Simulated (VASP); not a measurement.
# Cr (Im-3m) in VASP: single point with PBE

Aim: the single point of Cr with PBE.

Everything below comes from runs of VASP 6.6.1. Logs are shortened: lines on timing, memory, paths and dates and some standing lists are left out, and cuts for length are marked.

**1. The cell of the first run**

Symmetry: Im-3m, No. 229, cubic system. The conventional cell has a = 2.866 Å, b = 2.866 Å, c = 2.866 Å, α = 90.00°, β = 90.00°, γ = 90.00°. Cr (site symmetry m-3m) has 14 Cr at 2.48 to 2.87 Å within 3.3 Å.

**2. Single point, PBE, collinear spin, ferromagnetic start**

INCAR reads:

```
PREC = Accurate ; ENCUT = 500
EDIFF = 1E-6 ; ISMEAR = 0
SIGMA = 0.1 ; LREAL = F
LASPH = T ; NELM = 200
ALGO = Normal ; ISIF = 2
LWAVE = F ; LCHARG = F
ISPIN = 2 ; MAGMOM = 3
LORBIT = 11 ; LMAXMIX = 4
GGA = PE ; NBANDS = 16
GGA_COMPAT = F
```

KPOINTS reads:

```
regular mesh
0
Gamma
  8 8 8
```

POSCAR reads:

```
Cr
1.0
   -1.4331289437      1.4331289437      1.4331289437
    1.4331289437     -1.4331289437      1.4331289437
    1.4331289437      1.4331289437     -1.4331289437
Cr
1
Direct
    0.0000000000      0.0000000000      0.0000000000
```

Potentials or basis: VASP PAW PBE potentials, release 64 (Cr_pv).

Command:

```sh
> cat potpaw_PBE.64/Cr_pv/POTCAR > POTCAR
> mpirun -np 1 vasp_std > vasp.out
```

OUTCAR:

```text
PREC = Accurate
   ENCUT = 500
   EDIFF = 1E-6
   ISMEAR = 0
   LREAL = F
   LASPH = T
   NELM = 200
   ISIF = 2
   ISPIN = 2
   LORBIT = 11
   GGA = PE

 ion  position               nearest neighbor table
   1  0.000  0.000  0.000-

  LATTYP: Found a body centered cubic cell.
 ALAT       =     2.8662578874

  Lattice vectors:

 A1 = (  -1.4331289437,   1.4331289437,   1.4331289437)
 A2 = (   1.4331289437,  -1.4331289437,   1.4331289437)
 A3 = (   1.4331289437,   1.4331289437,  -1.4331289437)

Analysis of symmetry for initial positions (statically):
=====================================================================
 Subroutine PRICEL returns:
 Original cell was already a primitive cell.

 Routine SETGRP: Setting up the symmetry group for a
 body centered cubic supercell.

 Subroutine GETGRP returns: Found 48 space group operations
 (whereof 48 operations were pure point group operations)
 out of a pool of 48 trial point group operations.

The static configuration has the point symmetry O_h .

Analysis of symmetry for dynamics (positions and initial velocities):
=====================================================================
 Subroutine PRICEL returns:
 Original cell was already a primitive cell.

 Routine SETGRP: Setting up the symmetry group for a
 body centered cubic supercell.

 Subroutine GETGRP returns: Found 48 space group operations
 (whereof 48 operations were pure point group operations)
 out of a pool of 48 trial point group operations.

The dynamic configuration has the point symmetry O_h .

Analysis of structural, dynamic, and magnetic symmetry:
=====================================================================
 Subroutine PRICEL returns:
 Original cell was already a primitive cell.

 Routine SETGRP: Setting up the symmetry group for a
 body centered cubic supercell.

 Subroutine GETGRP returns: Found 48 space group operations
 (whereof 48 operations were pure point group operations)
 out of a pool of 48 trial point group operations.

The overall configuration has the point symmetry O_h .

 Subroutine INISYM returns: Found 48 space group operations
 (whereof 48 operations are pure point group operations),
 and found     1 'primitive' translations

----------------------------------------------------------------------------------------

                                     Primitive cell

  volume of cell :      11.7738

  direct lattice vectors                    reciprocal lattice vectors
    -1.433128944  1.433128944  1.433128944     0.000000000  0.348886960  0.348886960
     1.433128944 -1.433128944  1.433128944     0.348886960  0.000000000  0.348886960
     1.433128944  1.433128944 -1.433128944     0.348886960  0.348886960  0.000000000

  length of vectors
     2.482252144  2.482252144  2.482252144     0.493400670  0.493400670  0.493400670

  position of ions in fractional coordinates (direct lattice)
     0.000000000  0.000000000  0.000000000

  ion indices of the primitive-cell ions
   primitive index   ion index
                 1           1

----------------------------------------------------------------------------------------

 KPOINTS: regular mesh

Automatic generation of k-mesh.
 Grid dimensions read from file:
 generate k-points for:    8    8    8

 Generating k-lattice:

  Cartesian coordinates                     Fractional coordinates (reciprocal lattice)
     0.000000000  0.043610870  0.043610870     0.125000000  0.000000000  0.000000000
     0.043610870  0.000000000  0.043610870     0.000000000  0.125000000  0.000000000
     0.043610870  0.043610870  0.000000000     0.000000000  0.000000000  0.125000000

  Length of vectors
     0.061675084  0.061675084  0.061675084

  Shift w.r.t. Gamma in fractional coordinates (k-lattice)
     0.000000000  0.000000000  0.000000000

 Subroutine IBZKPT returns following result:
 ===========================================

 Found     29 irreducible k-points:

 Following reciprocal coordinates:
            Coordinates               Weight
  0.000000  0.000000  0.000000      1.000000
  0.125000  0.000000  0.000000     12.000000
  0.250000  0.000000  0.000000     12.000000
  0.375000  0.000000  0.000000     12.000000
  0.500000  0.000000  0.000000      6.000000
  0.125000  0.125000  0.000000     24.000000
[... 16 lines left out ...]
 -0.250000  0.250000  0.250000      6.000000
 -0.375000  0.375000  0.250000     24.000000
 [... further k-points ...]
   k-points           NKPTS =     29   k-points in BZ     NKDIM =     29   number of bands    NBANDS=     16
   number of dos      NEDOS =    301   number of ions     NIONS =      1
   total plane-waves  NPLWV =   5832
   dimension x,y,z NGX =    18 NGY =   18 NGZ =   18
   dimension x,y,z NGXF=    36 NGYF=   36 NGZF=   36
   ions per type =               1
   NGX,Y,Z   is equivalent  to a cutoff of  12.06, 12.06, 12.06 a.u.
   NGXF,Y,Z  is equivalent  to a cutoff of  24.11, 24.11, 24.11 a.u.
 SYSTEM =  unknown system
   PREC   = accura    normal or accurate (medium, high low for compatibility)
   ISTART =      0    job   : 0-new  1-cont  2-samecut
   ICHARG =      2    charge: 1-file 2-atom 10-const
   ISPIN  =      2    spin polarized calculation?
   LNONCOLLINEAR =      F non collinear calculations
   LSORBIT =      F    spin-orbit coupling
   LASPH  =      T    aspherical Exc in radial PAW
   ENCUT  =  500.0 eV  36.75 Ry    6.06 a.u.   4.53  4.53  4.53*2*pi/ulx,y,z
   NELM   =    200;   NELMIN=  2; NELMDL= -5     # of ELM steps
   EDIFF  = 0.1E-05   stopping-criterion for ELM
   LREAL  =      F    real-space projection
   EDIFFG = 0.1E-04   stopping-criterion for IOM
   NSW    =      0    number of steps for IOM
   IBRION =     -1    ionic relax: 0-MD 1-quasi-New 2-CG
   NFREE  =      0    steps in history (QN), initial steepest desc. (CG)
   ISIF   =      2    stress and relaxation
   ISYM   =      2    0-nonsym 1-usesym 2-fastsym
   POTIM  = 0.5000    time-step for ionic-motion
   TEBEG  =    0.0;   TEEND  =   0.0 temperature during run
   PSTRESS=    0.0 pullay stress
   NELECT =      12.0000    total number of electrons
   NUPDOWN=      -1.0000    fix difference up-down
   EMIN   =  10.00;   EMAX   =-10.00  energy-range for DOS
   EFERMI =   0.00;   METHOD = LEGACY
   ISMEAR =     0;   SIGMA  =   0.10  broadening in eV -4-tet -1-fermi 0-gaus
   EFERMI_NEDOS =   21; number of points for ismear=-14 and -15
   IALGO  =     38    algorithm
   IMIX   =      4    mixing-type and parameters
     AMIX     =   0.40;   BMIX     =  1.00
     AMIX_MAG =   1.60;   BMIX_MAG =  1.00
  volume/ion in A,a.u.               =      11.77        79.45
  Fermi-wavevector in a.u.,A,eV,Ry     =   1.647517  3.113356 36.930474  2.714313
  Thomas-Fermi vector in A             =   2.736963
   LORBIT       =     11    0 simple, 1 ext, 2 COOP (PROOUT), +10 PAW based schemes
   GGA     = PE    functional components
   LHFCALC =     F    Hartree Fock is set to
   AEXX    =    0.0000 exact exchange contribution
   IVDW    =     0    specifies the selected vdW correction
   LEPSILON=     F    determine dielectric tensor
   LRPA    =     F    only Hartree local field effects (RPA)
 spin polarized calculation
 Gauss-broadening in eV      SIGMA  =   0.10
  energy-cutoff  :      500.00
  volume of cell :       11.77
 maximum number of plane-waves:       321
   NGX =  9   NGY =  9   NGZ =  9

 number of electron      11.9999984 magnetization       0.0007345

 number of electron      11.9999984 magnetization      -0.0000230

 Free energy of the ion-electron system (eV)
  ---------------------------------------------------
  ext. energy  EPLUGINS =         0.00000000
  ---------------------------------------------------
  free energy    TOTEN  =        -9.51093239 eV

  energy without entropy =       -9.51060774  energy(sigma->0) =       -9.51077007

 E-fermi :  10.5225     XC(G=0): -13.5674

 val. band max:       10.3445863960   @ k =   0.3750   0.0000   0.0000
 cond. band min:      10.6908221263   @ k =  -0.2500   0.2500   0.1250
 fundamental gap:      0.3462357303
 Fermi energy:        10.5224721361

 spin component 1

 k-point     1 :       0.0000    0.0000    0.0000
  band No.  band energies     occupation
      1     -32.0868      1.00000
      2     -32.0868      1.00000
      3     -32.0868      1.00000
      4       2.9136      1.00000
      5       9.7881      1.00000
      6       9.7881      1.00000
[... 8 lines left out ...]
     15      40.1636      0.00000
     16      44.5412      0.00000

 k-point     2 :       0.1250    0.0000    0.0000
  band No.  band energies     occupation
      1     -32.2175      1.00000
      2     -32.1272      1.00000
      3     -32.0875      1.00000
      4       3.5707      1.00000
      5       9.5444      1.00000
      6       9.7239      1.00000
[... 8 lines left out ...]
     15      40.4563      0.00000
     16      40.5539      0.00000
[... 387 lines left out ...]
      5       8.9363      1.00000
      6      10.2795      0.99970
[... 8 lines left out ...]
     15      43.6088      0.00000
     16      43.6088      0.00000

 k-point    24 :      -0.3750    0.3750    0.2500
  band No.  band energies     occupation
      1     -32.7222      1.00000
      2     -32.4776      1.00000
      3     -32.3993      1.00000
      4       7.3725      1.00000
      5       8.0437      1.00000
      6      10.2930      0.99941
[... 8 lines left out ...]
     15      42.3646      0.00000
     16      42.6155      0.00000

 [... further k-points ...]

 spin component 2

 k-point     1 :       0.0000    0.0000    0.0000
  band No.  band energies     occupation
      1     -32.0868      1.00000
      2     -32.0868      1.00000
      3     -32.0868      1.00000
      4       2.9136      1.00000
      5       9.7880      1.00000
      6       9.7880      1.00000
[... 8 lines left out ...]
     15      40.1638      0.00000
     16      44.5410      0.00000

 k-point     2 :       0.1250    0.0000    0.0000
  band No.  band energies     occupation
      1     -32.2175      1.00000
      2     -32.1272      1.00000
      3     -32.0875      1.00000
      4       3.5707      1.00000
      5       9.5443      1.00000
      6       9.7238      1.00000
[... 8 lines left out ...]
     15      40.4563      0.00000
     16      40.5539      0.00000
[... 387 lines left out ...]
      5       8.9364      1.00000
      6      10.2794      0.99971
[... 8 lines left out ...]
     15      43.6088      0.00000
     16      43.6088      0.00000

 k-point    24 :      -0.3750    0.3750    0.2500
  band No.  band energies     occupation
      1     -32.7222      1.00000
      2     -32.4776      1.00000
      3     -32.3993      1.00000
      4       7.3726      1.00000
      5       8.0438      1.00000
      6      10.2929      0.99942
[... 8 lines left out ...]
     15      42.3647      0.00000
     16      42.6154      0.00000

 [... further k-points ...]
[... 5 lines left out ...]
  --------------------------------------------------------------------------------------
  -------------------------------------------------------------------------------------
  Total       -0.3566686     -0.3566686     -0.3566686      0.0000000      0.0000000     -0.0000000
  in kB      -48.5355148    -48.5355148    -48.5355148      0.0000000      0.0000000     -0.0000000
  external PRESSURE =     -48.5355148 kB  Pullay stress =       0.0000000 kB

 VOLUME and BASIS-vectors are now :
 -----------------------------------------------------------------------------
  energy-cutoff  :      500.00
  volume of cell :       11.77
      direct lattice vectors                 reciprocal lattice vectors
    -1.433128944  1.433128944  1.433128944     0.000000000  0.348886960  0.348886960
     1.433128944 -1.433128944  1.433128944     0.348886960  0.000000000  0.348886960
     1.433128944  1.433128944 -1.433128944     0.348886960  0.348886960  0.000000000

 POSITION                                       TOTAL-FORCE (eV/Angst)
 -----------------------------------------------------------------------------------
      0.00000      0.00000      0.00000         0.000000      0.000000      0.000000
 -----------------------------------------------------------------------------------
    total drift:                                0.000000      0.000000      0.000000

  FREE ENERGIE OF THE ION-ELECTRON SYSTEM (eV)
  ---------------------------------------------------
  free  energy   TOTEN  =        -9.5109323904 eV

  energy  without entropy=       -9.5106077412  energy(sigma->0) =       -9.51077007

 total charge

# of ion       s       p       d       tot
------------------------------------------
    1        0.435   6.402   4.177  11.013

 magnetization (x)

# of ion       s       p       d       tot
------------------------------------------
    1       -0.000  -0.000   0.000  -0.000
```

Run time: 11 s. Hardware: 1 thread of Intel Xeon Platinum 8488C (Sapphire Rapids), shared host; peak memory 0.12 GiB.

What came out:

```
Free energy                                           : -9.5109 eV
Pressure                                              : -4.9 GPa
Band gap on the k mesh                                : zero (filled and empty bands overlap)
Net moment                                            : 0.00 μB per cell
Valence electrons inside the program's atomic spheres : Cr 11.01
```

Caveat: the k points lie up to 0.39 Å⁻¹ apart; the starting moments collapsed, and a magnetic state may lie lower.
